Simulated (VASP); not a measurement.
# AlN (R-3m) in VASP: G0W0 quasiparticle levels with PBE

Aim: the G0W0 quasiparticle levels of AlN with PBE.

Everything below comes from runs of VASP 6.6.1. Logs are shortened: lines on timing, memory, paths and dates and some standing lists are left out, and cuts for length are marked.

## 1. The cell of the first run

The structure is trigonal, space group R-3m (No. 166). Conventional cell: a = 2.941 Å, b = 2.941 Å, c = 6.965 Å, α = 90.00°, β = 90.00°, γ = 120.00°. Within 2.7 Å of Al (site symmetry -3m) lie 6 N at 2.06 Å. N (site symmetry -3m) has 6 Al at 2.06 Å within 2.7 Å.

## 2. G0W0 quasiparticle levels, PBE

Contents of POSCAR:

```
AlN
1.0
   -0.0458542200      2.0335802857      2.0335802857
    2.0335802857     -0.0458542200      2.0335802857
    2.0335802857      2.0335802857     -0.0458542200
Al N
1 1
Direct
    0.0000000000      0.0000000000      0.0000000000
    0.5000000000      0.5000000000      0.5000000000
```

Contents of INCAR.step1:

```
SYSTEM = AlN
PREC = Accurate
ENCUT = 500
EDIFF = 1E-8
ISMEAR = 0
SIGMA = 0.01
LREAL = .FALSE.
LASPH = .TRUE.
NELM = 100
ALGO = Normal
LWAVE = .TRUE.
LCHARG = .FALSE.
GGA = PE
```

Contents of INCAR.step2:

```
SYSTEM = AlN
PREC = Accurate
ENCUT = 500
EDIFF = 1E-8
ISMEAR = 0
SIGMA = 0.01
LREAL = .FALSE.
LASPH = .TRUE.
NELM = 1
ALGO = Exact
LWAVE = .TRUE.
LCHARG = .FALSE.
GGA = PE
NBANDS = 76
LOPTICS = .TRUE.
ISTART = 1
```

Contents of INCAR.step3:

```
SYSTEM = AlN
PREC = Accurate
ENCUT = 500
EDIFF = 1E-8
ISMEAR = 0
SIGMA = 0.01
LREAL = .FALSE.
LASPH = .TRUE.
ALGO = EVGW0
LWAVE = .FALSE.
LCHARG = .FALSE.
GGA = PE
NELMGW = 1
NBANDS = 76
ENCUTGW = 150.0
NOMEGA = 96
PRECFOCK = Fast
ISTART = 1
NBANDSGW = 12
OMEGAMAX = 20
```

Contents of KPOINTS:

```
Automatic mesh
0
G
  6 6 6
  0 0 0
```

Potentials or basis: VASP PAW PBE potentials, release 64 (Al_GW, N_GW).

Run with:

```bash
$ cat potpaw_PBE.64/Al_GW/POTCAR potpaw_PBE.64/N_GW/POTCAR > POTCAR
$ cp INCAR.step1 INCAR
$ mpirun -np 1 vasp_std > vasp.out
$ cp INCAR.step2 INCAR
$ mpirun -np 1 vasp_std > vasp.out
$ cp INCAR.step3 INCAR
$ mpirun -np 1 vasp_std > vasp.out
```

OUTCAR:

```text
SYSTEM = AlN
   PREC = Accurate
   ENCUT = 500
   EDIFF = 1E-8
   ISMEAR = 0
   LREAL = .FALSE.
   LASPH = .TRUE.
   GGA = PE
   NELMGW = 1
   ENCUTGW = 150.0
   PRECFOCK = Fast
   ISTART = 1

 ion  position               nearest neighbor table
   1  0.000  0.000  0.000-   2 2.06   2 2.06   2 2.06   2 2.06   2 2.06   2 2.06
   2  0.500  0.500  0.500-   1 2.06   1 2.06   1 2.06   1 2.06   1 2.06   1 2.06

  LATTYP: Found a trigonal (rhomboedric) cell.
 ALAT       =     2.8762823516
 COS(alpha) =     0.4773301370

  Lattice vectors:

 A1 = (  -0.0458542200,   2.0335802857,   2.0335802857)
 A2 = (   2.0335802857,  -0.0458542200,   2.0335802857)
 A3 = (   2.0335802857,   2.0335802857,  -0.0458542200)

Analysis of symmetry for initial positions (statically):
=====================================================================
 Subroutine PRICEL returns:
 Original cell was already a primitive cell.

 Routine SETGRP: Setting up the symmetry group for a
 trigonal (rhombohedral) supercell.

 Subroutine GETGRP returns: Found 12 space group operations
 (whereof 12 operations were pure point group operations)
 out of a pool of 12 trial point group operations.

The static configuration has the point symmetry D_3d.

Analysis of symmetry for dynamics (positions and initial velocities):
=====================================================================
 Subroutine PRICEL returns:
 Original cell was already a primitive cell.

 Routine SETGRP: Setting up the symmetry group for a
 trigonal (rhombohedral) supercell.

 Subroutine GETGRP returns: Found 12 space group operations
 (whereof 12 operations were pure point group operations)
 out of a pool of 12 trial point group operations.

The dynamic configuration has the point symmetry D_3d.

 Subroutine INISYM returns: Found 12 space group operations
 (whereof 12 operations are pure point group operations),
 and found     1 'primitive' translations

----------------------------------------------------------------------------------------

                                     Primitive cell

  volume of cell :      17.3883

  direct lattice vectors                    reciprocal lattice vectors
    -0.045854220  2.033580286  2.033580286    -0.237708180  0.243191794  0.243191794
     2.033580286 -0.045854220  2.033580286     0.243191794 -0.237708180  0.243191794
     2.033580286  2.033580286 -0.045854220     0.243191794  0.243191794 -0.237708180

  length of vectors
     2.876282352  2.876282352  2.876282352     0.418078553  0.418078553  0.418078553

  position of ions in fractional coordinates (direct lattice)
     0.000000000  0.000000000  0.000000000
     0.500000000  0.500000000  0.500000000

  ion indices of the primitive-cell ions
   primitive index   ion index
                 1           1
                 2           2

----------------------------------------------------------------------------------------

 KPOINTS: Automatic mesh

Automatic generation of k-mesh.
 Grid dimensions read from file:
 generate k-points for:    6    6    6

 Generating k-lattice:

  Cartesian coordinates                     Fractional coordinates (reciprocal lattice)
    -0.039618030  0.040531966  0.040531966     0.166666667 -0.000000000 -0.000000000
     0.040531966 -0.039618030  0.040531966    -0.000000000  0.166666667 -0.000000000
     0.040531966  0.040531966 -0.039618030    -0.000000000 -0.000000000  0.166666667

  Length of vectors
     0.069679759  0.069679759  0.069679759

  Shift w.r.t. Gamma in fractional coordinates (k-lattice)
     0.000000000  0.000000000  0.000000000

 Subroutine IBZKPT returns following result:
 ===========================================

 Found     32 irreducible k-points:

 Following reciprocal coordinates:
            Coordinates               Weight
  0.000000  0.000000  0.000000      1.000000
  0.166667  0.000000  0.000000      6.000000
  0.333333 -0.000000 -0.000000      6.000000
  0.500000  0.000000  0.000000      3.000000
  0.166667  0.166667 -0.000000      6.000000
  0.333333  0.166667 -0.000000     12.000000
[... 16 lines left out ...]
  0.500000  0.500000  0.166667      6.000000
 -0.333333  0.500000  0.166667     12.000000
 [... further k-points ...]
   k-points           NKPTS =     32   k-points in BZ     NKDIM =    216   number of bands    NBANDS=     76
   number of dos      NEDOS =    301   number of ions     NIONS =      2
   total plane-waves  NPLWV =  13824
   dimension x,y,z NGX =    24 NGY =   24 NGZ =   24
   dimension x,y,z NGXF=    48 NGYF=   48 NGZF=   48
   ions per type =               1   1
   NGX,Y,Z   is equivalent  to a cutoff of  13.87, 13.87, 13.87 a.u.
   NGXF,Y,Z  is equivalent  to a cutoff of  27.74, 27.74, 27.74 a.u.
 SYSTEM =  AlN
   PREC   = accura    normal or accurate (medium, high low for compatibility)
   ISTART =      1    job   : 0-new  1-cont  2-samecut
   ICHARG =      0    charge: 1-file 2-atom 10-const
   ISPIN  =      1    spin polarized calculation?
   LNONCOLLINEAR =      F non collinear calculations
   LSORBIT =      F    spin-orbit coupling
   LASPH  =      T    aspherical Exc in radial PAW
   ENCUT  =  500.0 eV  36.75 Ry    6.06 a.u.   5.24  5.24  5.24*2*pi/ulx,y,z
   NELM   =     60;   NELMIN=  2; NELMDL=  0     # of ELM steps
   EDIFF  = 0.1E-07   stopping-criterion for ELM
   LREAL  =      F    real-space projection
   EDIFFG = 0.1E-06   stopping-criterion for IOM
   NSW    =      0    number of steps for IOM
   IBRION =     -1    ionic relax: 0-MD 1-quasi-New 2-CG
   NFREE  =      0    steps in history (QN), initial steepest desc. (CG)
   ISIF   =      0    stress and relaxation
   ISYM   =      3    0-nonsym 1-usesym 2-fastsym
   POTIM  = 0.5000    time-step for ionic-motion
   TEBEG  =    0.0;   TEEND  =   0.0 temperature during run
   PSTRESS=    0.0 pullay stress
   NELECT =       8.0000    total number of electrons
   NUPDOWN=      -1.0000    fix difference up-down
   EMIN   =  10.00;   EMAX   =-10.00  energy-range for DOS
   EFERMI =   0.00;   METHOD = LEGACY
   ISMEAR =     0;   SIGMA  =   0.01  broadening in eV -4-tet -1-fermi 0-gaus
   EFERMI_NEDOS =   21; number of points for ismear=-14 and -15
   IALGO  =     38    algorithm
   IMIX   =      4    mixing-type and parameters
     AMIX     =   0.40;   BMIX     =  1.00
     AMIX_MAG =   1.60;   BMIX_MAG =  1.00
  volume/ion in A,a.u.               =       8.69        58.67
  Fermi-wavevector in a.u.,A,eV,Ry     =   1.263821  2.388276 21.731822  1.597244
  Thomas-Fermi vector in A             =   2.397158
   LORBIT       =      0    0 simple, 1 ext, 2 COOP (PROOUT), +10 PAW based schemes
   GGA     = PE    functional components
   LHFCALC =     T    Hartree Fock is set to
   PRECFOCK=fast      Normal, Fast or Accurate (Low or Medium for compatibility)
   ENCUT4O =  -1.0   cutoff for four orbital integrals eV
   NKREDX  =     1    reduce k-point grid by
   NKREDY  =     1    reduce k-point grid by
   NKREDZ  =     1    reduce k-point grid by
   AEXX    =    1.0000 exact exchange contribution
   HFSCREEN=    0.0000 screening length (either q_TF or 0.3 A-1)
   HFSCREENC=   0.0000 screening length for correlation (either q_TF or 0.3 A-1)
   ENCUTFOCK=  -1.0 apply spherical cutoff to Coloumb kernel
   IVDW    =     0    specifies the selected vdW correction
   LEPSILON=     F    determine dielectric tensor
   LRPA    =     F    only Hartree local field effects (RPA)
   LRPAFORCE           =     F    calculate RPA forces
   ENCUTGW             = 150.0    cutoff for response function in eV
   ENCUTGWSOFT         = 120.0    soft cutoff for Coulomb kernel in GW response function in eV
   ENCUTLF             =  -1.0    cutoff for local field effects
   NELMGW              =     1    number of iterations in solving QP/BSE equation
   NELMHF              =     1    number of iterations in the inner HF iteration
   NKREDLFX            =     1    NKREDLFY  =   1   NKREDLFZ  =   1
 non-spin polarized calculation
 Gauss-broadening in eV      SIGMA  =   0.01
  energy-cutoff  :      500.00
  volume of cell :       17.39
 maximum number of plane-waves:       461
 NGX is ok and might be reduce to    24
  NGX = 12; NGY = 12; NGZ = 12
   NGX = 11   NGY = 11   NGZ = 11
 maximum number of plane-waves:        76

 QP shifts <psi_nk| G(iteration)W_0 |psi_nk>: iteration 1
 for sc-GW calculations column KS-energies equals QP-energies in previous step
 and V_xc(KS)=  KS-energies - (<T + V_ion + V_H > + <T+V_H+V_ion>^1  + <V_x>^1)

 k-point   1 :       0.0000    0.0000    0.0000
  band No.  KS-energies  QP-energies   sigma(KS)   V_xc(KS)     V^pw_x(r,r')   Z            occupation Imag(sigma)

      1      -9.0054     -10.4774     -16.6025     -14.5705     -24.7016       0.7244       2.0000       1.2667
      2       7.9531       7.2909     -18.0024     -17.1662     -20.7551       0.7921       2.0000       0.0316
      3       7.9531       7.2909     -18.0024     -17.1662     -20.7551       0.7921       2.0000       0.0316
      4       8.3838       7.7415     -18.1824     -17.3708     -21.0033       0.7913       2.0000       0.0317
      5      13.0138      13.9848     -13.2079     -14.4073      -8.9804       0.8095       0.0000      -0.0465
      6      19.7519      20.5235      -9.5671     -10.5115      -4.4341       0.8169       0.0000      -0.0656
      7      19.7519      20.5235      -9.5671     -10.5115      -4.4341       0.8169       0.0000      -0.0656
      8      20.8181      21.5979      -9.5950     -10.5572      -4.3169       0.8105       0.0000      -0.0766
      9      24.9347      25.2253      -9.2192      -9.6021      -2.6298       0.7590       0.0000      -0.3016
     10      25.5064      26.5186     -10.0995     -11.3635      -4.3750       0.8008       0.0000      -0.1833
     11      25.5064      26.5186     -10.0995     -11.3635      -4.3750       0.8008       0.0000      -0.1833
     12      26.0148      26.8840      -9.9692     -11.1260      -2.9231       0.7514       0.0000      -0.3449

 k-point   2 :       0.1667    0.0000    0.0000
  band No.  KS-energies  QP-energies   sigma(KS)   V_xc(KS)     V^pw_x(r,r')   Z            occupation Imag(sigma)
[... 353 lines left out ...]
      1      -4.9204      -6.1019     -18.4944     -16.9028     -26.1550       0.7424       2.0000       0.8628
      2       1.7838       0.6052     -15.0885     -13.5202     -19.1573       0.7515       2.0000       0.0796
      3       3.7553       2.6741     -15.6605     -14.2625     -19.1406       0.7734       2.0000       0.0528
      4       4.5949       3.6092     -15.8254     -14.5615     -19.0786       0.7799       2.0000       0.0467
      5      14.4607      15.4325     -11.3104     -12.5013      -6.8765       0.8160       0.0000      -0.0486
      6      16.3687      17.1918     -11.0386     -12.0479      -6.3059       0.8156       0.0000      -0.0549
      7      20.1391      21.3548     -12.9786     -14.5594      -7.0690       0.7691       0.0000      -0.0979
      8      21.2131      22.2945     -11.3429     -12.7416      -5.3274       0.7732       0.0000      -0.1195
      9      25.3433      26.3937     -11.6638     -13.0612      -4.5728       0.7517       0.0000      -0.3414
     10      29.0435      29.8280     -10.0496     -11.0580      -3.0118       0.7779       0.0000      -0.5704
     11      32.0195      33.1490     -10.9689     -12.3813      -4.0151       0.7997       0.0000      -0.7692
     12      34.5864      35.8030     -11.4608     -13.0195      -3.7509       0.7806       0.0000      -1.0436

 [... further k-points ...]
```

Run time: 15 min. Hardware: 1 thread of AMD EPYC 7R43 (Zen 3), shared host; peak memory 0.34 GiB.

What came out:

```yaml
Quasiparticle_gap: 5.16 eV
Least_direct_quasiparticle_gap: 6.24 eV
Band_gap_of_the_starting_levels_on_the_mesh: 3.74 eV
Least_direct_gap_of_the_starting_levels_on_the_mesh: 4.63 eV
```

Caveat: the k points lie up to 0.44 Å⁻¹ apart; bands, screening cutoff and mesh are small and nothing is extrapolated, so the quasiparticle values aren't converged; the structure was generated, so it needn't be the stable form of AlN.
